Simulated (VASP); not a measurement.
# Al (I4/mmm) in VASP: notebook, part 2 of 2

VASP 6.6.1.

## (4) Single point, PBEsol+D3(BJ) (strain +0.0150 x Voigt [0, 0, 1, 0, 0, 0])

INCAR reads:

```
  PREC = Accurate
  ENCUT = 520
  EDIFF = 1E-7
  ISMEAR = 0
  SIGMA = 0.15
  LREAL = False
  LASPH = True
  NELM = 60
  ALGO = Fast
  ISIF = 2
  LWAVE = False
  LCHARG = True
  GGA = PS
  IVDW = 12
  LELF = True
  LVHAR = True
  NBANDS = 8
```

KPOINTS reads:

```
Automatic mesh
0
Gamma
  20 20 20
```

POSCAR reads:

```
Al
1.0
    0.0000000000      2.0239800000      2.0543397000
    2.0239800000      0.0000000000      2.0543397000
    2.0239800000      2.0239800000      0.0000000000
Al
1
Direct
    0.0000000000      0.0000000000      0.0000000000
```

Potentials or basis: VASP PAW PBE potentials, release 64 (Al).

On the command line:

```bash
> cat potpaw_PBE.64/Al/POTCAR > POTCAR
> mpirun -np 1 vasp_std > vasp.out
```

OUTCAR:

```text
PREC = Accurate
   ENCUT = 520
   EDIFF = 1E-7
   ISMEAR = 0
   LREAL = False
   LASPH = True
   NELM = 60
   ISIF = 2
   GGA = PS
   IVDW = 12
 IVDW          = 12

 ion  position               nearest neighbor table
   1  0.000  0.000  0.000-

  LATTYP: Found a body centered tetragonal cell.
 ALAT       =     2.8623399660
 C/A-ratio  =     1.4354267658

  Lattice vectors:

 A1 = (  -2.0239800000,   0.0000000000,   2.0543397000)
 A2 = (   2.0239800000,   0.0000000000,   2.0543397000)
 A3 = (   0.0000000000,   2.0239800000,  -2.0543397000)

Analysis of symmetry for initial positions (statically):
=====================================================================
 Subroutine PRICEL returns:
 Original cell was already a primitive cell.

 Routine SETGRP: Setting up the symmetry group for a
 body centered tetragonal supercell.

 Subroutine GETGRP returns: Found 16 space group operations
 (whereof 16 operations were pure point group operations)
 out of a pool of 16 trial point group operations.

The static configuration has the point symmetry D_4h.

[... 161 lines left out ...]

 val. band max:        7.7698913932   @ k =  -0.4000   0.0000   0.4000
 cond. band min:       7.8029770564   @ k =  -0.2500   0.2000   0.1500
 fundamental gap:      0.0330856632
 Fermi energy:         7.7818139265

 k-point     1 :       0.0000    0.0000    0.0000
  band No.  band energies     occupation
      1      -3.2490      2.00000
      2      20.1268      0.00000
      3      20.2864      0.00000
      4      20.2864      0.00000
      5      21.5599      0.00000
      6      21.5599      0.00000
      7      21.6029      0.00000
      8      24.0868      0.00000
[... 243 lines left out ...]
 k-point    24 :      -0.3500    0.0500    0.0000
  band No.  band energies     occupation
      1       0.3843      2.00000
      2       7.1824      2.00000
      3      16.7273      0.00000
      4      19.5039      0.00000
      5      19.7611      0.00000
      6      20.8376      0.00000
      7      22.5465      0.00000
      8      24.7915      0.00000

 [... further k-points ...]

------------------------ aborting loop because EDIFF is reached ----------------------------------------

 Edisp (eV)   -0.31104

 E8    (eV) :    -0.2094

  FORCE on cell =-STRESS in cart. coord.  units (eV):
  Direction    XX          YY          ZZ          XY          YZ          ZX
  --------------------------------------------------------------------------------------
  -------------------------------------------------------------------------------------
  Total      -0.60708    -0.60708    -0.65550     0.00000     0.00000     0.00000
  in kB     -57.78901   -57.78901   -62.39772     0.00000     0.00000     0.00000
  external pressure =      -59.33 kB  Pullay stress =        0.00 kB

 VOLUME and BASIS-vectors are now :
 -----------------------------------------------------------------------------
  energy-cutoff  :      520.00
  volume of cell :       16.83
      direct lattice vectors                 reciprocal lattice vectors
     0.000000000  2.023980000  2.054339700    -0.247038014  0.247038014  0.243387206
     2.023980000  0.000000000  2.054339700     0.247038014 -0.247038014  0.243387206
     2.023980000  2.023980000  0.000000000     0.247038014  0.247038014 -0.243387206

 POSITION                                       TOTAL-FORCE (eV/Angst)
 -----------------------------------------------------------------------------------
      0.00000      0.00000      0.00000         0.000000      0.000000      0.000000
 -----------------------------------------------------------------------------------
    total drift:                                0.000000     -0.000000     -0.000000

  FREE ENERGIE OF THE ION-ELECTRON SYSTEM (eV)
  ---------------------------------------------------
  free  energy   TOTEN  =        -4.3988682280 eV

  energy  without entropy=       -4.3940674694  energy(sigma->0) =       -4.39646785
```

OSZICAR:

```text
N       E                     dE             d eps       ncg     rms          rms(c)
DAV:   1    -0.273364644401E+01   -0.27336E+01   -0.87105E+02 10328   0.204E+02
DAV:   2    -0.410915259810E+01   -0.13755E+01   -0.13208E+01 14528   0.184E+01
DAV:   3    -0.411606515335E+01   -0.69126E-02   -0.69064E-02 13064   0.144E+00
DAV:   4    -0.411608272591E+01   -0.17573E-04   -0.17572E-04 16256   0.645E-02
DAV:   5    -0.411608277284E+01   -0.46930E-07   -0.47123E-07 13176   0.179E-03    0.136E+00
RMM:   6    -0.409919761242E+01    0.16885E-01   -0.15069E-03 10268   0.192E-01    0.784E-01
RMM:   7    -0.408780995383E+01    0.11388E-01   -0.44622E-03 11870   0.323E-01    0.131E-01
RMM:   8    -0.408782393687E+01   -0.13983E-04   -0.22245E-04 11412   0.894E-02    0.296E-02
RMM:   9    -0.408782768203E+01   -0.37452E-05   -0.33032E-05 11798   0.361E-02    0.156E-02
RMM:  10    -0.408782645267E+01    0.12294E-05   -0.53637E-06 12115   0.139E-02    0.287E-02
RMM:  11    -0.408782637131E+01    0.81362E-07   -0.10359E-06 12048   0.578E-03    0.870E-03
RMM:  12    -0.408782618776E+01    0.18355E-06   -0.27159E-07 11264   0.301E-03    0.971E-04
RMM:  13    -0.408782618340E+01    0.43545E-08   -0.54604E-08  9127   0.133E-03
   1 F= -.43988682E+01 E0= -.43964678E+01  d E =-.480076E-02
```

Wall time 31 s (1 thread of Intel Xeon Platinum 8559C (Emerald Rapids), shared host); peak memory 0.2 GiB.

What came out:

```
Free energy                : -4.3989 eV
Pressure                   : -5.9 GPa
Dispersion energy per atom : -0.311 eV
```

Stress tensor (GPa, compression positive):
```
-5.78  0.00  0.00
 0.00 -5.78  0.00
 0.00  0.00 -6.24
```

Levels at points of the mesh, in eV from the Fermi level:
| k point | band 1 | band 2 | band 3 | band 4 | band 5 |
| --- | --- | --- | --- | --- | --- |
| (0.00, 0.00, 0.00) | -11.03 | 12.34 | 12.50 | 12.50 | 13.78 |
| (0.50, 0.00, 0.00) | -4.55 | -4.39 | 10.95 | 11.13 | 11.33 |
| (0.50, 0.50, 0.00) | -3.05 | -1.84 | 5.32 | 5.64 | 5.64 |
| (0.50, 0.00, 0.50) | -2.84 | -1.54 | 5.16 | 5.32 | 5.42 |

Caveat: the cell differs from its parent crystal (strain +0.0150 x Voigt [0, 0, 1, 0, 0, 0]); the PAW data sets were made with another functional, which shifts forces and pressure a little; pairwise dispersion overbinds metals, which lowers pressure and volume.

## (5) Single point, PBEsol+D3(BJ) (strain +0.0300 x Voigt [0, 0, 1, 0, 0, 0])

INCAR reads:

```
  PREC = Accurate
  ENCUT = 520
  EDIFF = 1E-7
  ISMEAR = 0
  SIGMA = 0.15
  LREAL = F
  LASPH = T
  NELM = 60
  ALGO = Fast
  ISIF = 2
  LWAVE = F
  LCHARG = T
  GGA = PS
  IVDW = 12
  LELF = T
  LVHAR = T
  NBANDS = 8
```

KPOINTS reads:

```
regular mesh
0
Gamma
  20 20 20
```

POSCAR reads:

```
Al
1.0
    0.0000000000      2.0239800000      2.0846994000
    2.0239800000      0.0000000000      2.0846994000
    2.0239800000      2.0239800000      0.0000000000
Al
1
Direct
    0.0000000000      0.0000000000      0.0000000000
```

On the command line:

```bash
> cat potpaw_PBE.64/Al/POTCAR > POTCAR
> mpirun -np 1 vasp_std > vasp.out
```

It took 32 s on 1 thread of Intel Xeon Platinum 8559C (Emerald Rapids), shared host; peak memory 0.2 GiB.

The run converged. Its results:

- Free energy: -4.3879 eV
- Pressure: -6.8 GPa
- Dispersion energy per atom: -0.306 eV

Stress tensor (GPa, compression positive):
```
-6.35  0.00  0.00
 0.00 -6.35  0.00
 0.00  0.00 -7.76
```

Levels at points of the mesh, in eV from the Fermi level:
```csv
k point,band 1,band 2,band 3,band 4
"(0.00, 0.00, 0.00)",-10.93,12.17,12.49,12.49
"(0.50, 0.00, 0.00)",-4.49,-4.36,10.60,10.89
"(0.50, 0.50, 0.00)",-3.14,-2.03,5.43,5.75
"(0.50, 0.00, 0.50)",-2.73,-1.44,5.11,5.12
```

Caveat: the cell differs from its parent crystal (strain +0.0300 x Voigt [0, 0, 1, 0, 0, 0]); the PAW data sets were made with another functional, which shifts forces and pressure a little; pairwise dispersion overbinds metals, which lowers pressure and volume.

## (6) Single point, PBEsol+D3(BJ) (strain +0.0450 x Voigt [0, 0, 1, 0, 0, 0])

INCAR reads:

```
SYSTEM = Al
  PREC = Accurate
  ENCUT = 520
  EDIFF = 1E-7
  ISMEAR = 0
  SIGMA = 0.15
  LREAL = .False.
  LASPH = .True.
  NELM = 100
  ALGO = Fast
  ISIF = 2
  LWAVE = .False.
  LCHARG = .False.
  GGA = PS
  IVDW = 12
  NBANDS = 8
```

KPOINTS reads:

```
regular mesh
0
Gamma
  20 20 20
  0 0 0
```

POSCAR reads:

```
Al
1.0
    0.0000000000      2.0239800000      2.1150591000
    2.0239800000      0.0000000000      2.1150591000
    2.0239800000      2.0239800000      0.0000000000
Al
1
Direct
    0.0000000000      0.0000000000      0.0000000000
```

Potentials or basis: VASP PAW PBE potentials, release 64 (Al).

On the command line:

```bash
> cat potpaw_PBE.64/Al/POTCAR > POTCAR
> mpirun -np 1 vasp_std > vasp.out
```

It took 34 s on 1 thread of Intel Xeon Platinum 8559C (Emerald Rapids), shared host; peak memory 0.2 GiB.

Results (log left out):

```
Free energy                : -4.3751 eV
Pressure                   : -7.6 GPa
Dispersion energy per atom : -0.302 eV
```

Stress tensor (GPa, compression positive):
```
-6.98  0.00  0.00
 0.00 -6.98  0.00
 0.00  0.00 -8.74
```

Levels at points of the mesh, in eV from the Fermi level:
| k point | band 1 | band 2 | band 3 | band 4 | band 5 |
| --- | --- | --- | --- | --- | --- |
| (0.00, 0.00, 0.00) | -10.81 | 12.02 | 12.49 | 12.49 | 13.41 |
| (0.50, 0.00, 0.00) | -4.41 | -4.32 | 10.26 | 10.66 | 11.40 |
| (0.50, 0.50, 0.00) | -3.20 | -2.21 | 5.55 | 5.87 | 5.87 |
| (0.50, 0.00, 0.50) | -2.61 | -1.32 | 4.95 | 5.08 | 5.26 |

Caveat: the cell differs from its parent crystal (strain +0.0450 x Voigt [0, 0, 1, 0, 0, 0]); the PAW data sets were made with another functional, which shifts forces and pressure a little; pairwise dispersion overbinds metals, which lowers pressure and volume.

## (7) Summary

```csv
cell,gap on the mesh (eV),pressure (GPa)
"a = 2.820, b = 2.820, c = 2.862 Å, angles 59.5, 59.5, 61.0°, 1 atom",none,-2.7
"a = 2.841, b = 2.841, c = 2.862 Å, angles 59.8, 59.8, 60.5°, 1 atom",none,-3.9
"a = 2.884, b = 2.884, c = 2.862 Å, angles 60.2, 60.2, 59.5°, 1 atom",none,-5.9
"a = 2.906, b = 2.906, c = 2.862 Å, angles 60.5, 60.5, 59.0°, 1 atom",none,-6.8
"a = 2.927, b = 2.927, c = 2.862 Å, angles 60.7, 60.7, 58.5°, 1 atom",none,-7.6
```

Alike in all rows: task single point; level PBEsol+D3(BJ); potentials or basis VASP PAW PBE potentials, release 64 (Al); no spin polarisation; k mesh 20 × 20 × 20; cutoff (eV) 520; smearing gaussian 0.15 eV.

Caveats: the PAW data sets were made with another functional, which shifts forces and pressure a little; pairwise dispersion overbinds metals, which lowers pressure and volume.

Absolute energies hang on the potentials; compare differences alone.
